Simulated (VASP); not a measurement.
# CdS (Hawleyite) (F-43m) in VASP: notebook

CdS (Hawleyite) is run at these levels: PBE; tasks: single point.

Program: VASP 6.6.1. These are calculated values, not measurements. Logs are shortened: lines on timing, memory, paths and dates and some standing lists are left out, and cuts for length are marked.

## Step 1: The cell of the first run

Symmetry: F-43m, No. 216, cubic system. The conventional cell has a = 5.734 Å, b = 5.734 Å, c = 5.734 Å, α = 90.00°, β = 90.00°, γ = 90.00°. Within 3.3 Å of Cd (site symmetry -43m) lie 4 S at 2.48 Å. S (site symmetry -43m) has 4 Cd at 2.48 Å within 3.3 Å.

## Step 2: Single point, PBE

INCAR

```
PREC     = Accurate       # precision mode
ENCUT    = 520            # plane-wave cutoff, eV
EDIFF    = 1E-6           # SCF threshold, eV
ISMEAR   = 0              # smearing method
SIGMA    = 0.01           # smearing width, eV
LREAL    = F              # projectors in reciprocal space
LASPH    = T              # aspherical terms in the spheres
NELM     = 60             # most SCF steps
ALGO     = Normal         # electronic algorithm
ISIF     = 2              # what is computed and relaxed
LWAVE    = F              # write WAVECAR
LCHARG   = F              # write CHGCAR
GGA      = PE             # functional
NBANDS   = 16             # bands
```

KPOINTS

```
Automatic mesh
0
Gamma
  6 6 6
```

POSCAR

```
CdS
1.0
    0.0000000000      2.8670582452      2.8670582452
    2.8670582452      0.0000000000      2.8670582452
    2.8670582452      2.8670582452      0.0000000000
Cd S
1 1
Direct
    0.0000000000      0.0000000000      0.0000000000
    0.2500000000      0.2500000000      0.2500000000
```

Potentials or basis: VASP PAW PBE potentials, release 64 (Cd, S).

Started as:

```
$ cat potpaw_PBE.64/Cd/POTCAR potpaw_PBE.64/S/POTCAR > POTCAR
$ mpirun -np 1 vasp_std > vasp.out
```

OUTCAR:

```text
PREC = Accurate
   ENCUT = 520
   EDIFF = 1E-6
   ISMEAR = 0
   LREAL = F
   LASPH = T
   NELM = 60
   ISIF = 2
   GGA = PE

 ion  position               nearest neighbor table
   1  0.000  0.000  0.000-   2 2.48   2 2.48   2 2.48   2 2.48
   2  0.250  0.250  0.250-   1 2.48   1 2.48   1 2.48   1 2.48

  LATTYP: Found a face centered cubic cell.
 ALAT       =     5.7341164904

  Lattice vectors:

 A1 = (   0.0000000000,   2.8670582452,   2.8670582452)
 A2 = (   2.8670582452,   0.0000000000,   2.8670582452)
 A3 = (   2.8670582452,   2.8670582452,   0.0000000000)

Analysis of symmetry for initial positions (statically):
=====================================================================
 Subroutine PRICEL returns:
 Original cell was already a primitive cell.

 Routine SETGRP: Setting up the symmetry group for a
 face centered cubic supercell.

 Subroutine GETGRP returns: Found 24 space group operations
 (whereof 24 operations were pure point group operations)
 out of a pool of 48 trial point group operations.

The static configuration has the point symmetry T_d .

Analysis of symmetry for dynamics (positions and initial velocities):
=====================================================================
 Subroutine PRICEL returns:
 Original cell was already a primitive cell.

 Routine SETGRP: Setting up the symmetry group for a
 face centered cubic supercell.

 Subroutine GETGRP returns: Found 24 space group operations
 (whereof 24 operations were pure point group operations)
 out of a pool of 48 trial point group operations.

The dynamic configuration has the point symmetry T_d .

 Subroutine INISYM returns: Found 24 space group operations
 (whereof 24 operations are pure point group operations),
 and found     1 'primitive' translations

----------------------------------------------------------------------------------------

                                     Primitive cell

  volume of cell :      47.1346

  direct lattice vectors                    reciprocal lattice vectors
     0.000000000  2.867058245  2.867058245    -0.174394783  0.174394783  0.174394783
     2.867058245  0.000000000  2.867058245     0.174394783 -0.174394783  0.174394783
     2.867058245  2.867058245  0.000000000     0.174394783  0.174394783 -0.174394783

  length of vectors
     4.054632654  4.054632654  4.054632654     0.302060624  0.302060624  0.302060624

  position of ions in fractional coordinates (direct lattice)
     0.000000000  0.000000000  0.000000000
     0.250000000  0.250000000  0.250000000

  ion indices of the primitive-cell ions
   primitive index   ion index
                 1           1
                 2           2

----------------------------------------------------------------------------------------

 KPOINTS: Automatic mesh

Automatic generation of k-mesh.
 Grid dimensions read from file:
 generate k-points for:    6    6    6

 Generating k-lattice:

  Cartesian coordinates                     Fractional coordinates (reciprocal lattice)
    -0.029065797  0.029065797  0.029065797     0.166666667  0.000000000  0.000000000
     0.029065797 -0.029065797  0.029065797     0.000000000  0.166666667  0.000000000
     0.029065797  0.029065797 -0.029065797     0.000000000  0.000000000  0.166666667

  Length of vectors
     0.050343437  0.050343437  0.050343437

  Shift w.r.t. Gamma in fractional coordinates (k-lattice)
     0.000000000  0.000000000  0.000000000

 Subroutine IBZKPT returns following result:
 ===========================================

 Found     16 irreducible k-points:

 Following reciprocal coordinates:
            Coordinates               Weight
  0.000000  0.000000  0.000000      1.000000
  0.166667  0.000000  0.000000      8.000000
  0.333333  0.000000  0.000000      8.000000
  0.500000  0.000000  0.000000      4.000000
  0.166667  0.166667  0.000000      6.000000
  0.333333  0.166667  0.000000     24.000000
[... 8 lines left out ...]
 -0.333333  0.333333  0.166667     24.000000
 -0.333333  0.500000  0.166667     12.000000
   k-points           NKPTS =     16   k-points in BZ     NKDIM =     16   number of bands    NBANDS=     16
   number of dos      NEDOS =    301   number of ions     NIONS =      2
   total plane-waves  NPLWV =  27000
   dimension x,y,z NGX =    30 NGY =   30 NGZ =   30
   dimension x,y,z NGXF=    60 NGYF=   60 NGZF=   60
   ions per type =               1   1
   NGX,Y,Z   is equivalent  to a cutoff of  12.30, 12.30, 12.30 a.u.
   NGXF,Y,Z  is equivalent  to a cutoff of  24.60, 24.60, 24.60 a.u.
 SYSTEM =  unknown system
   PREC   = accura    normal or accurate (medium, high low for compatibility)
   ISTART =      0    job   : 0-new  1-cont  2-samecut
   ICHARG =      2    charge: 1-file 2-atom 10-const
   ISPIN  =      1    spin polarized calculation?
   LNONCOLLINEAR =      F non collinear calculations
   LSORBIT =      F    spin-orbit coupling
   LASPH  =      T    aspherical Exc in radial PAW
   ENCUT  =  520.0 eV  38.22 Ry    6.18 a.u.   7.54  7.54  7.54*2*pi/ulx,y,z
   NELM   =     60;   NELMIN=  2; NELMDL= -5     # of ELM steps
   EDIFF  = 0.1E-05   stopping-criterion for ELM
   LREAL  =      F    real-space projection
   EDIFFG = 0.1E-04   stopping-criterion for IOM
   NSW    =      0    number of steps for IOM
   IBRION =     -1    ionic relax: 0-MD 1-quasi-New 2-CG
   NFREE  =      0    steps in history (QN), initial steepest desc. (CG)
   ISIF   =      2    stress and relaxation
   ISYM   =      2    0-nonsym 1-usesym 2-fastsym
   POTIM  = 0.5000    time-step for ionic-motion
   TEBEG  =    0.0;   TEEND  =   0.0 temperature during run
   PSTRESS=    0.0 pullay stress
   NELECT =      18.0000    total number of electrons
   NUPDOWN=      -1.0000    fix difference up-down
   EMIN   =  10.00;   EMAX   =-10.00  energy-range for DOS
   EFERMI =   0.00;   METHOD = LEGACY
   ISMEAR =     0;   SIGMA  =   0.01  broadening in eV -4-tet -1-fermi 0-gaus
   EFERMI_NEDOS =   21; number of points for ismear=-14 and -15
   IALGO  =     38    algorithm
   IMIX   =      4    mixing-type and parameters
     AMIX     =   0.40;   BMIX     =  1.00
     AMIX_MAG =   1.60;   BMIX_MAG =  1.00
  volume/ion in A,a.u.               =      23.57       159.04
  Fermi-wavevector in a.u.,A,eV,Ry     =   1.187734  2.244492 19.193899  1.410712
  Thomas-Fermi vector in A             =   2.323879
   LORBIT       =      0    0 simple, 1 ext, 2 COOP (PROOUT), +10 PAW based schemes
   GGA     = PE    functional components
   LHFCALC =     F    Hartree Fock is set to
   AEXX    =    0.0000 exact exchange contribution
   IVDW    =     0    specifies the selected vdW correction
   LEPSILON=     F    determine dielectric tensor
   LRPA    =     F    only Hartree local field effects (RPA)
 non-spin polarized calculation
 Gauss-broadening in eV      SIGMA  =   0.01
  energy-cutoff  :      520.00
  volume of cell :       47.13
 maximum number of plane-waves:      1303
   NGX = 15   NGY = 15   NGZ = 15

 number of electron      18.0000006 magnetization

 Free energy of the ion-electron system (eV)
  ---------------------------------------------------
  ext. energy  EPLUGINS =         0.00000000
  ---------------------------------------------------
  free energy    TOTEN  =        -6.04016246 eV

  energy without entropy =       -6.04016246  energy(sigma->0) =       -6.04016246

 E-fermi :   1.8755     XC(G=0):  -9.3917

 val. band max:        1.7739479444   @ k =   0.0000   0.0000   0.0000
 cond. band min:       3.0330643126   @ k =   0.0000   0.0000   0.0000
 fundamental gap:      1.2591163682
 Fermi energy:         1.8754768661

 k-point     1 :       0.0000    0.0000    0.0000
  band No.  band energies     occupation
      1     -10.9268      2.00000
      2      -6.1614      2.00000
      3      -6.1614      2.00000
      4      -6.1614      2.00000
      5      -5.6077      2.00000
      6      -5.6077      2.00000
[... 8 lines left out ...]
     15      13.3267      0.00000
     16      13.4933      0.00000

 k-point     2 :       0.1667    0.0000    0.0000
  band No.  band energies     occupation
      1     -10.8083      2.00000
      2      -6.1184      2.00000
      3      -6.1184      2.00000
      4      -6.0578      2.00000
      5      -5.6088      2.00000
      6      -5.6088      2.00000
[... 8 lines left out ...]
     15      12.5131      0.00000
     16      13.7722      0.00000

 k-point     3 :       0.3333    0.0000    0.0000
  band No.  band energies     occupation
      1     -10.5696      2.00000
      2      -6.0482      2.00000
      3      -6.0482      2.00000
      4      -5.6492      2.00000
      5      -5.5886      2.00000
      6      -5.5886      2.00000
[... 8 lines left out ...]
     15      12.9612      0.00000
     16      12.9612      0.00000

 k-point     4 :       0.5000    0.0000    0.0000
  band No.  band energies     occupation
      1     -10.4512      2.00000
      2      -6.0242      2.00000
      3      -6.0242      2.00000
      4      -5.5638      2.00000
      5      -5.5638      2.00000
      6      -5.1800      2.00000
[... 8 lines left out ...]
     15      14.4317      0.00000
     16      14.4317      0.00000

 k-point     5 :       0.1667    0.1667    0.0000
  band No.  band energies     occupation
      1     -10.7692      2.00000
      2      -6.0841      2.00000
      3      -6.0743      2.00000
      4      -6.0743      2.00000
      5      -5.6372      2.00000
      6      -5.5824      2.00000
[... 8 lines left out ...]
     15      13.4913      0.00000
     16      15.5571      0.00000

 k-point     6 :       0.3333    0.1667    0.0000
  band No.  band energies     occupation
      1     -10.5717      2.00000
      2      -6.0315      2.00000
      3      -5.9901      2.00000
      4      -5.8285      2.00000
      5      -5.5884      2.00000
      6      -5.5594      2.00000
[... 8 lines left out ...]
     15      13.7133      0.00000
     16      14.9533      0.00000

 k-point     7 :       0.5000    0.1667    0.0000
  band No.  band energies     occupation
      1     -10.4158      2.00000
      2      -6.0002      2.00000
      3      -5.9571      2.00000
      4      -5.6477      2.00000
      5      -5.5566      2.00000
      6      -5.1659      2.00000
[... 8 lines left out ...]
     15      14.4837      0.00000
     16      14.8469      0.00000

 k-point     8 :      -0.3333    0.1667    0.0000
  band No.  band energies     occupation
      1     -10.4543      2.00000
      2      -6.0003      2.00000
      3      -5.9863      2.00000
      4      -5.6188      2.00000
      5      -5.6059      2.00000
      6      -5.3126      2.00000
[... 8 lines left out ...]
     15      14.0998      0.00000
     16      14.8378      0.00000

 k-point     9 :      -0.1667    0.1667    0.0000
  band No.  band energies     occupation
      1     -10.6501      2.00000
      2      -6.0669      2.00000
      3      -6.0427      2.00000
      4      -5.8800      2.00000
      5      -5.6311      2.00000
      6      -5.5665      2.00000
[... 8 lines left out ...]
     15      13.2479      0.00000
     16      15.3205      0.00000

 k-point    10 :       0.3333    0.3333    0.0000
  band No.  band energies     occupation
      1     -10.4562      2.00000
      2      -5.9265      2.00000
      3      -5.8748      2.00000
      4      -5.8748      2.00000
      5      -5.5315      2.00000
      6      -5.5007      2.00000
[... 8 lines left out ...]
     15      13.8921      0.00000
     16      17.5491      0.00000

 k-point    11 :       0.5000    0.3333    0.0000
  band No.  band energies     occupation
      1     -10.3425      2.00000
      2      -5.9344      2.00000
      3      -5.8217      2.00000
      4      -5.7672      2.00000
      5      -5.5310      2.00000
      6      -5.1330      2.00000
[... 8 lines left out ...]
     15      14.5762      0.00000
     16      15.6789      0.00000

 k-point    12 :      -0.3333    0.3333    0.0000
  band No.  band energies     occupation
      1     -10.3429      2.00000
      2      -5.9593      2.00000
      3      -5.8698      2.00000
      4      -5.6690      2.00000
      5      -5.5823      2.00000
      6      -4.9816      2.00000
[... 8 lines left out ...]
     15      13.2472      0.00000
     16      16.6902      0.00000

 k-point    13 :       0.5000    0.5000    0.0000
  band No.  band energies     occupation
      1     -10.3046      2.00000
      2      -5.9346      2.00000
      3      -5.7587      2.00000
      4      -5.7587      2.00000
      5      -5.5059      2.00000
      6      -5.1122      2.00000
[... 8 lines left out ...]
     15      14.1459      0.00000
     16      15.4001      0.00000

 k-point    14 :       0.5000    0.3333    0.1667
  band No.  band energies     occupation
      1     -10.4178      2.00000
      2      -5.9468      2.00000
      3      -5.9388      2.00000
      4      -5.7276      2.00000
      5      -5.5624      2.00000
      6      -5.2963      2.00000
[... 8 lines left out ...]
     15      14.9648      0.00000
     16      15.2375      0.00000

 k-point    15 :      -0.3333    0.3333    0.1667
  band No.  band energies     occupation
      1     -10.3429      2.00000
      2      -5.9439      2.00000
      3      -5.8921      2.00000
      4      -5.6570      2.00000
      5      -5.5882      2.00000
      6      -4.9774      2.00000
[... 8 lines left out ...]
     15      14.4349      0.00000
     16      15.2816      0.00000

 k-point    16 :      -0.3333    0.5000    0.1667
  band No.  band energies     occupation
      1     -10.3063      2.00000
      2      -5.9104      2.00000
      3      -5.8459      2.00000
      4      -5.6998      2.00000
      5      -5.5601      2.00000
      6      -4.9413      2.00000
[... 8 lines left out ...]
     15      15.1293      0.00000
     16      15.2784      0.00000

------------------------ aborting loop because EDIFF is reached ----------------------------------------

  FORCE on cell =-STRESS in cart. coord.  units (eV):
  Direction    XX          YY          ZZ          XY          YZ          ZX
  --------------------------------------------------------------------------------------
  -------------------------------------------------------------------------------------
  Total        2.0901344      2.0901344      2.0901344      0.0000000     -0.0000000     -0.0000000
  in kB       71.0469191     71.0469191     71.0469191      0.0000000     -0.0000000     -0.0000000
  external PRESSURE =      71.0469191 kB  Pullay stress =       0.0000000 kB

 VOLUME and BASIS-vectors are now :
 -----------------------------------------------------------------------------
  energy-cutoff  :      520.00
  volume of cell :       47.13
      direct lattice vectors                 reciprocal lattice vectors
     0.000000000  2.867058245  2.867058245    -0.174394783  0.174394783  0.174394783
     2.867058245  0.000000000  2.867058245     0.174394783 -0.174394783  0.174394783
     2.867058245  2.867058245  0.000000000     0.174394783  0.174394783 -0.174394783

 POSITION                                       TOTAL-FORCE (eV/Angst)
 -----------------------------------------------------------------------------------
      0.00000      0.00000      0.00000         0.000000      0.000000      0.000000
      1.43353      1.43353      1.43353        -0.000000     -0.000000     -0.000000
 -----------------------------------------------------------------------------------
    total drift:                               -0.000001     -0.000001     -0.000001

  FREE ENERGIE OF THE ION-ELECTRON SYSTEM (eV)
  ---------------------------------------------------
  free  energy   TOTEN  =        -6.0401624567 eV

  energy  without entropy=       -6.0401624567  energy(sigma->0) =       -6.04016246
```

It took 20 s on 1 thread of Intel Xeon 8259CL, shared host; peak memory 0.17 GiB.

What came out:

- Free energy: -6.0402 eV
- Pressure: 7.1 GPa
- Band gap on the k mesh: 1.26 eV, direct

As with any semilocal functional, this PBE gap is likely too small.

## Step 3: Single point, PBE

This run uses another cell than the first one, of 25.06 Å³/atom, 1.063 times its volume.

INCAR

```
PREC = Accurate
ENCUT = 520
EDIFF = 1E-6
ISMEAR = 0
SIGMA = 0.01
LREAL = False
LASPH = True
NELM = 60
ALGO = Normal
ISIF = 2
LWAVE = False
LCHARG = False
GGA = PE
NBANDS = 16
```

KPOINTS

```
regular mesh
0
Gamma
  6 6 6
```

POSCAR

```
CdS
1.0
    0.0000000000      2.9261894400      2.9261894400
    2.9261894400      0.0000000000      2.9261894400
    2.9261894400      2.9261894400      0.0000000000
Cd S
1 1
Direct
    0.0000000000      0.0000000000      0.0000000000
    0.2500000000      0.2500000000      0.2500000000
```

Potentials or basis: VASP PAW PBE potentials, release 64 (Cd, S).

Started as:

```
$ cat potpaw_PBE.64/Cd/POTCAR potpaw_PBE.64/S/POTCAR > POTCAR
$ mpirun -np 1 vasp_std > vasp.out
```

Run time: 16 s. Hardware: 1 thread of Intel Xeon 8259CL, shared host; peak memory 0.18 GiB.

The run converged. Its results:

| Quantity | Value |
| --- | --- |
| Free energy | -6.1281 eV |
| Pressure | 2.6 GPa |
| Band gap on the k mesh | 1.13 eV, direct |

Levels at points of the mesh, in eV from the valence-band top:
```tsv
k point	band 5	band 6	band 7	band 8	band 9	band 10	band 11	band 12	band 13	band 14
(0.00, 0.00, 0.00)	-7.23	-7.23	0.00	0.00	0.00	1.13	6.55	6.55	6.55	11.38
(0.50, 0.00, 0.00)	-7.19	-6.86	-4.34	-0.74	-0.74	3.00	7.01	7.01	7.45	11.06
(0.50, 0.50, 0.00)	-7.14	-6.79	-3.91	-1.85	-1.85	3.57	4.34	9.19	10.72	10.72
```

## Step 4: Single point, PBE

This run uses another cell than the first one, of 26.54 Å³/atom, 1.126 times its volume.

INCAR

```
SYSTEM = CdS
ALGO = Normal
EDIFF = 1E-7
ENCUT = 520
GGA = PE
ISIF = 2
ISMEAR = 0
LASPH = .True.
LCHARG = .False.
LREAL = .False.
LWAVE = .False.
NBANDS = 16
NELM = 80
PREC = Accurate
SIGMA = 0.01
```

KPOINTS

```
k-points
0
Gamma
  6 6 6
  0 0 0
```

POSCAR

```
CdS
1.0
    0.0000000000      2.9830228036      2.9830228036
    2.9830228036      0.0000000000      2.9830228036
    2.9830228036      2.9830228036      0.0000000000
Cd S
1 1
Direct
    0.0000000000      0.0000000000      0.0000000000
    0.2500000000      0.2500000000      0.2500000000
```

Started as:

```
$ cat potpaw_PBE.64/Cd/POTCAR potpaw_PBE.64/S/POTCAR > POTCAR
$ mpirun -np 1 vasp_std > vasp.out
```

Run time: 18 s. Hardware: 1 thread of Intel Xeon 8259CL, shared host; peak memory 0.18 GiB.

The run converged. Its results:

```
Free energy            : -6.1437 eV
Pressure               : -0.7 GPa
Band gap on the k mesh : 1.00 eV, direct
```

Levels at points of the mesh, in eV from the valence-band top:
```csv
k point,band 7,band 8,band 9,band 10,band 11,band 12
"(0.00, 0.00, 0.00)",0.00,0.00,0.00,1.00,6.55,6.55
"(0.50, 0.00, 0.00)",-4.01,-0.66,-0.66,2.90,7.00,7.00
"(0.50, 0.50, 0.00)",-3.66,-1.66,-1.66,3.66,4.25,8.96
```

## Step 5: The runs side by side

```csv
cell,gap on the mesh (eV),pressure (GPa)
"a = 4.055 Å, angles 60.0°, 2 atoms",1.26,7.1
"a = 4.138 Å, angles 60.0°, 2 atoms",1.13,2.6
"a = 4.219 Å, angles 60.0°, 2 atoms",1.00,-0.7
```

Alike in all rows: task single point; level PBE; potentials or basis VASP PAW PBE potentials, release 64 (Cd, S); no spin polarisation; k mesh 6 × 6 × 6; cutoff (eV) 520; smearing gaussian 0.01 eV.

Absolute energies hang on the potentials; compare differences alone.
